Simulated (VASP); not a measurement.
# Ta5Br3 (P-3m1) in VASP: single point with PBE

Aim: the single point of Ta5Br3 with PBE.

Everything below comes from runs of VASP 6.6.1. Logs are shortened: lines on timing, memory, paths and dates and some standing lists are left out, and cuts for length are marked.

## (1) The cell of the first run

The structure is trigonal, space group P-3m1 (No. 164). The conventional cell has a = 3.309 Å, b = 3.309 Å, c = 39.206 Å, α = 90.00°, β = 90.00°, γ = 120.00°. Ta (site symmetry 3m) has 3 Br at 2.71 Å and 9 Ta at 2.81 to 3.31 Å within 3.6 Å. Within 3.6 Å of Ta (site symmetry 3m) lie 3 Br at 2.71 Å and 9 Ta at 2.81 to 3.31 Å. Within 3.7 Å of Ta (site symmetry 3m) lie 12 Ta at 2.81 to 3.31 Å. Ta (site symmetry 3m) has 3 Br at 2.72 Å and 9 Ta at 2.79 to 3.31 Å within 3.6 Å. Within 3.7 Å of Ta (site symmetry 3m) lie 12 Ta at 2.79 to 3.31 Å. Within 3.6 Å of Br (site symmetry 3m) lie 3 Ta at 2.71 Å and 6 Br at 3.31 Å. Within 3.6 Å of Br (site symmetry 3m) lie 3 Ta at 2.71 Å and 6 Br at 3.31 Å. Within 3.6 Å of Br (site symmetry 3m) lie 3 Ta at 2.72 Å and 6 Br at 3.31 Å.

## (2) Single point, PBE

Contents of INCAR:

```
PREC = Accurate
ENCUT = 520
EDIFF = 1E-6
ISMEAR = 0
SIGMA = 0.1
LREAL = Auto
LASPH = True
NELM = 60
ALGO = Normal
ISIF = 2
LWAVE = False
LCHARG = True
GGA = PE
LELF = True
LVHAR = True
NBANDS = 90
```

Contents of KPOINTS:

```
regular mesh
0
Gamma
  12 12 1
```

Contents of POSCAR:

```
Ta5Br3
1.0
    3.3088875523      0.0000000000      0.0000000000
   -1.6544437762      2.8655806786      0.0000000000
    0.0000000000      0.0000000000     39.2058432549
Ta Br
10 6
Direct
    0.0000000000      0.0000000000      0.3948179256
    0.3333333333      0.6666666667      0.2894127077
    0.6666666667      0.3333333333      0.3421159328
    0.0000000000      0.0000000000      0.6051820744
    0.6666666667      0.3333333333      0.7105872923
    0.3333333333      0.6666666667      0.6578840672
    0.0000000000      0.0000000000      0.9202118958
    0.6666666667      0.3333333333      0.9720893291
    0.0000000000      0.0000000000      0.0797881042
    0.3333333333      0.6666666667      0.0279106709
    0.3333333333      0.6666666667      0.4437881883
    0.0000000000      0.0000000000      0.2404347199
    0.6666666667      0.3333333333      0.5562118117
    0.0000000000      0.0000000000      0.7595652801
    0.3333333333      0.6666666667      0.8709302258
    0.6666666667      0.3333333333      0.1290697742
```

Potentials or basis: VASP PAW PBE potentials, release 64 (Ta_pv, Br).

Launch:

```sh
cat potpaw_PBE.64/Ta_pv/POTCAR potpaw_PBE.64/Br/POTCAR > POTCAR
mpirun -np 1 vasp_std > vasp.out
```

OUTCAR:

```text
PREC = Accurate
   ENCUT = 520
   EDIFF = 1E-6
   ISMEAR = 0
   LREAL = Auto
   LASPH = True
   NELM = 60
   ISIF = 2
   GGA = PE

 ion  position               nearest neighbor table
   1  0.000  0.000  0.395-  11 2.71  11 2.71  11 2.71   3 2.81   3 2.81   3 2.81
   2  0.333  0.667  0.289-  12 2.71  12 2.71  12 2.71   3 2.81   3 2.81   3 2.81
   3  0.667  0.333  0.342-   1 2.81   1 2.81   1 2.81   2 2.81   2 2.81   2 2.81
   4  0.000  0.000  0.605-  13 2.71  13 2.71  13 2.71   6 2.81   6 2.81   6 2.81
   5  0.667  0.333  0.711-  14 2.71  14 2.71  14 2.71   6 2.81   6 2.81   6 2.81
   6  0.333  0.667  0.658-   4 2.81   4 2.81   4 2.81   5 2.81   5 2.81   5 2.81
   7  0.000  0.000  0.920-  15 2.72  15 2.72  15 2.72   8 2.79   8 2.79   8 2.79
   8  0.667  0.333  0.972-   7 2.79   7 2.79   7 2.79  10 2.91  10 2.91  10 2.91
   9  0.000  0.000  0.080-  16 2.72  16 2.72  16 2.72  10 2.79  10 2.79  10 2.79
  10  0.333  0.667  0.028-   9 2.79   9 2.79   9 2.79   8 2.91   8 2.91   8 2.91
  11  0.333  0.667  0.444-   1 2.71   1 2.71   1 2.71
  12  0.000  0.000  0.240-   2 2.71   2 2.71   2 2.71
  13  0.667  0.333  0.556-   4 2.71   4 2.71   4 2.71
  14  0.000  0.000  0.760-   5 2.71   5 2.71   5 2.71
  15  0.333  0.667  0.871-   7 2.72   7 2.72   7 2.72
  16  0.667  0.333  0.129-   9 2.72   9 2.72   9 2.72

  LATTYP: Found a hexagonal cell.
 ALAT       =     3.3088875523
 C/A-ratio  =    11.8486478115

  Lattice vectors:

 A1 = (   3.3088875523,   0.0000000000,   0.0000000000)
 A2 = (  -1.6544437762,   2.8655806786,   0.0000000000)
 A3 = (   0.0000000000,   0.0000000000,  39.2058432549)

Analysis of symmetry for initial positions (statically):
=====================================================================
 Subroutine PRICEL returns:
 Original cell was already a primitive cell.

 Routine SETGRP: Setting up the symmetry group for a
 hexagonal supercell.

 Subroutine GETGRP returns: Found 12 space group operations
 (whereof 12 operations were pure point group operations)
 out of a pool of 24 trial point group operations.

The static configuration has the point symmetry D_3d.

Analysis of symmetry for dynamics (positions and initial velocities):
=====================================================================
 Subroutine PRICEL returns:
 Original cell was already a primitive cell.

 Routine SETGRP: Setting up the symmetry group for a
 hexagonal supercell.

 Subroutine GETGRP returns: Found 12 space group operations
 (whereof 12 operations were pure point group operations)
 out of a pool of 24 trial point group operations.

The dynamic configuration has the point symmetry D_3d.

 Subroutine INISYM returns: Found 12 space group operations
 (whereof 12 operations are pure point group operations),
 and found     1 'primitive' translations

----------------------------------------------------------------------------------------

                                     Primitive cell

  volume of cell :     371.7453

  direct lattice vectors                    reciprocal lattice vectors
     3.308887552  0.000000000  0.000000000     0.302216375  0.174484705  0.000000000
    -1.654443776  2.865580679  0.000000000     0.000000000  0.348969410  0.000000000
     0.000000000  0.000000000 39.205843255     0.000000000  0.000000000  0.025506402

  length of vectors
     3.308887552  3.308887552 39.205843255     0.348969410  0.348969410  0.025506402

  position of ions in fractional coordinates (direct lattice)
     0.000000000  0.000000000  0.394817926
     0.333333333  0.666666667  0.289412708
     0.666666667  0.333333333  0.342115933
     0.000000000  0.000000000  0.605182074
     0.666666667  0.333333333  0.710587292
     0.333333333  0.666666667  0.657884067
[... 8 lines left out ...]
     0.333333333  0.666666667  0.870930226
     0.666666667  0.333333333  0.129069774

  ion indices of the primitive-cell ions
   primitive index   ion index
                 1           1
                 2           2
                 3           3
                 4           4
                 5           5
                 6           6
[... 8 lines left out ...]
                15          15
                16          16

----------------------------------------------------------------------------------------

 KPOINTS: regular mesh

Automatic generation of k-mesh.
 Grid dimensions read from file:
 generate k-points for:   12   12    1

 Generating k-lattice:

  Cartesian coordinates                     Fractional coordinates (reciprocal lattice)
     0.025184698  0.014540392  0.000000000     0.083333333  0.000000000  0.000000000
     0.000000000  0.029080784  0.000000000     0.000000000  0.083333333  0.000000000
     0.000000000  0.000000000  0.025506402     0.000000000  0.000000000  1.000000000

  Length of vectors
     0.029080784  0.029080784  0.025506402

  Shift w.r.t. Gamma in fractional coordinates (k-lattice)
     0.000000000  0.000000000  0.000000000

 Subroutine IBZKPT returns following result:
 ===========================================

 Found     19 irreducible k-points:

 Following reciprocal coordinates:
            Coordinates               Weight
  0.000000  0.000000  0.000000      1.000000
  0.083333  0.000000  0.000000      6.000000
  0.166667  0.000000  0.000000      6.000000
  0.250000  0.000000  0.000000      6.000000
  0.333333  0.000000  0.000000      6.000000
  0.416667  0.000000  0.000000      6.000000
[... 11 lines left out ...]
  0.333333  0.250000  0.000000     12.000000
  0.333333  0.333333  0.000000      2.000000
   k-points           NKPTS =     19   k-points in BZ     NKDIM =     19   number of bands    NBANDS=     90
   number of dos      NEDOS =    301   number of ions     NIONS =     16
   total plane-waves  NPLWV = 230496
   dimension x,y,z NGX =    28 NGY =   28 NGZ =  294
   dimension x,y,z NGXF=    56 NGYF=   56 NGZF=  588
   ions per type =              10   6
   NGX,Y,Z   is equivalent  to a cutoff of  14.07, 14.07, 12.47 a.u.
   NGXF,Y,Z  is equivalent  to a cutoff of  28.14, 28.14, 24.93 a.u.
 SYSTEM =  unknown system
   PREC   = accura    normal or accurate (medium, high low for compatibility)
   ISTART =      0    job   : 0-new  1-cont  2-samecut
   ICHARG =      2    charge: 1-file 2-atom 10-const
   ISPIN  =      1    spin polarized calculation?
   LNONCOLLINEAR =      F non collinear calculations
   LSORBIT =      F    spin-orbit coupling
   LASPH  =      T    aspherical Exc in radial PAW
   ENCUT  =  520.0 eV  38.22 Ry    6.18 a.u.   6.15  6.15 72.90*2*pi/ulx,y,z
   NELM   =     60;   NELMIN=  2; NELMDL= -5     # of ELM steps
   EDIFF  = 0.1E-05   stopping-criterion for ELM
   LREAL  =      T    real-space projection
   EDIFFG = 0.1E-04   stopping-criterion for IOM
   NSW    =      0    number of steps for IOM
   IBRION =     -1    ionic relax: 0-MD 1-quasi-New 2-CG
   NFREE  =      0    steps in history (QN), initial steepest desc. (CG)
   ISIF   =      2    stress and relaxation
   ISYM   =      2    0-nonsym 1-usesym 2-fastsym
   POTIM  = 0.5000    time-step for ionic-motion
   TEBEG  =    0.0;   TEEND  =   0.0 temperature during run
   PSTRESS=    0.0 pullay stress
   NELECT =     152.0000    total number of electrons
   NUPDOWN=      -1.0000    fix difference up-down
   EMIN   =  10.00;   EMAX   =-10.00  energy-range for DOS
   EFERMI =   0.00;   METHOD = LEGACY
   ISMEAR =     0;   SIGMA  =   0.10  broadening in eV -4-tet -1-fermi 0-gaus
   EFERMI_NEDOS =   21; number of points for ismear=-14 and -15
   IALGO  =     38    algorithm
   IMIX   =      4    mixing-type and parameters
     AMIX     =   0.40;   BMIX     =  1.00
     AMIX_MAG =   1.60;   BMIX_MAG =  1.00
  volume/ion in A,a.u.               =      23.23       156.79
  Fermi-wavevector in a.u.,A,eV,Ry     =   1.215087  2.296182 20.088153  1.476438
  Thomas-Fermi vector in A             =   2.350486
   LORBIT       =      0    0 simple, 1 ext, 2 COOP (PROOUT), +10 PAW based schemes
   GGA     = PE    functional components
   LHFCALC =     F    Hartree Fock is set to
   AEXX    =    0.0000 exact exchange contribution
   IVDW    =     0    specifies the selected vdW correction
   LEPSILON=     F    determine dielectric tensor
   LRPA    =     F    only Hartree local field effects (RPA)
 non-spin polarized calculation
 Gauss-broadening in eV      SIGMA  =   0.10
  energy-cutoff  :      520.00
  volume of cell :      371.75
 maximum number of plane-waves:     10062
 NGX is ok and might be reduce to    28
   NGX = 13   NGY = 13   NGZ =145

 number of electron     151.9999995 magnetization

 Free energy of the ion-electron system (eV)
  ---------------------------------------------------
  ext. energy  EPLUGINS =         0.00000000
  ---------------------------------------------------
  free energy    TOTEN  =      -130.43572175 eV

  energy without entropy =     -130.40744522  energy(sigma->0) =     -130.42158348

 E-fermi :   4.7188     XC(G=0): -10.2951

 val. band max:        4.7053635426   @ k =   0.1667   0.0833   0.0000
 cond. band min:       4.7260679950   @ k =   0.3333   0.0833   0.0000
 fundamental gap:      0.0207044524
 Fermi energy:         4.7188362505

 k-point     1 :       0.0000    0.0000    0.0000
  band No.  band energies     occupation
      1     -30.5639      2.00000
      2     -30.5638      2.00000
      3     -30.5567      2.00000
      4     -30.5288      2.00000
      5     -30.4319      2.00000
      6     -30.4319      2.00000
[... 80 lines left out ...]
     87       5.5496      0.00000
     88       5.6262      0.00000

 k-point     2 :       0.0833    0.0000    0.0000
  band No.  band energies     occupation
      1     -30.5549      2.00000
      2     -30.5549      2.00000
      3     -30.5501      2.00000
      4     -30.5262      2.00000
      5     -30.4346      2.00000
      6     -30.4346      2.00000
[... 1536 lines left out ...]
     87       6.7663      0.00000
     88       7.4616      0.00000

 k-point    19 :       0.3333    0.3333    0.0000
  band No.  band energies     occupation
      1     -30.4737      2.00000
      2     -30.4625      2.00000
      3     -30.4450      2.00000
      4     -30.4450      2.00000
      5     -30.4447      2.00000
      6     -30.4447      2.00000
[... 80 lines left out ...]
     87       6.6420      0.00000
     88       6.8900      0.00000
 [bands above 88 left out]

------------------------ aborting loop because EDIFF is reached ----------------------------------------

  FORCE on cell =-STRESS in cart. coord.  units (eV):
  Direction    XX          YY          ZZ          XY          YZ          ZX
  --------------------------------------------------------------------------------------
  -------------------------------------------------------------------------------------
  Total        0.1658944      0.1658944      0.0861991     -0.0000000     -0.0000000     -0.0000000
  in kB        0.7149851      0.7149851      0.3715077     -0.0000000     -0.0000000     -0.0000000
  external PRESSURE =       0.6004926 kB  Pullay stress =       0.0000000 kB

 VOLUME and BASIS-vectors are now :
 -----------------------------------------------------------------------------
  energy-cutoff  :      520.00
  volume of cell :      371.75
      direct lattice vectors                 reciprocal lattice vectors
     3.308887552  0.000000000  0.000000000     0.302216375  0.174484705  0.000000000
    -1.654443776  2.865580679  0.000000000     0.000000000  0.348969410  0.000000000
     0.000000000  0.000000000 39.205843255     0.000000000  0.000000000  0.025506402

 POSITION                                       TOTAL-FORCE (eV/Angst)
 -----------------------------------------------------------------------------------
      0.00000      0.00000     15.47917         0.000000      0.000000     -0.016410
     -0.00000      1.91039     11.34667         0.000000     -0.000000      0.017860
      1.65444      0.95519     13.41294        -0.000000      0.000000     -0.001141
      0.00000      0.00000     23.72667         0.000000      0.000000      0.016410
      1.65444      0.95519     27.85917        -0.000000      0.000000     -0.017860
     -0.00000      1.91039     25.79290         0.000000     -0.000000      0.001141
[... 8 lines left out ...]
     -0.00000      1.91039     34.14555         0.000000     -0.000000     -0.024238
      1.65444      0.95519      5.06029        -0.000000      0.000000      0.024238
 -----------------------------------------------------------------------------------
    total drift:                               -0.000000      0.000000      0.000000

  FREE ENERGIE OF THE ION-ELECTRON SYSTEM (eV)
  ---------------------------------------------------
  free  energy   TOTEN  =      -130.4357217523 eV

  energy  without entropy=     -130.4074452171  energy(sigma->0) =     -130.42158348
```

It took 30 min on 1 thread of AMD EPYC 9R45 (Zen 5), shared host; peak memory 0.72 GiB.

What came out:

- Free energy: -130.4357 eV
- Pressure: 0.1 GPa
- Largest force: 0.027 eV/Å
- Band gap on the k mesh: zero (bands 76 and 77 overlap by 0.88 eV)

Forces in eV/Å, atoms in the order of the input:
```
Ta   0.000  0.000 -0.016
Ta   0.000  0.000  0.018
Ta   0.000  0.000 -0.001
Ta   0.000  0.000  0.016
Ta   0.000  0.000 -0.018
Ta   0.000  0.000  0.001
Ta   0.000  0.000  0.027
Ta   0.000  0.000 -0.015
Ta   0.000  0.000 -0.027
Ta   0.000  0.000  0.015
Br   0.000  0.000  0.014
Br   0.000  0.000 -0.025
Br   0.000  0.000 -0.014
Br   0.000  0.000  0.025
Br   0.000  0.000 -0.024
Br   0.000  0.000  0.024
```

Levels at points of the mesh, in eV from the Fermi level:
| k point | band 73 | band 74 | band 75 | band 76 | band 77 | band 78 |
| --- | --- | --- | --- | --- | --- | --- |
| (0.00, 0.00, 0.00) | -0.38 | -0.38 | -0.38 | -0.38 | -0.22 | -0.22 |
| (0.50, 0.00, 0.00) | -0.44 | -0.44 | 0.14 | 0.28 | 0.30 | 0.46 |

Caveat: spin-orbit coupling is left out, which moves the levels of the heavy elements; this functional lacks dispersion, which binds the layers, so the pressure and a relaxed spacing across them are unreliable.
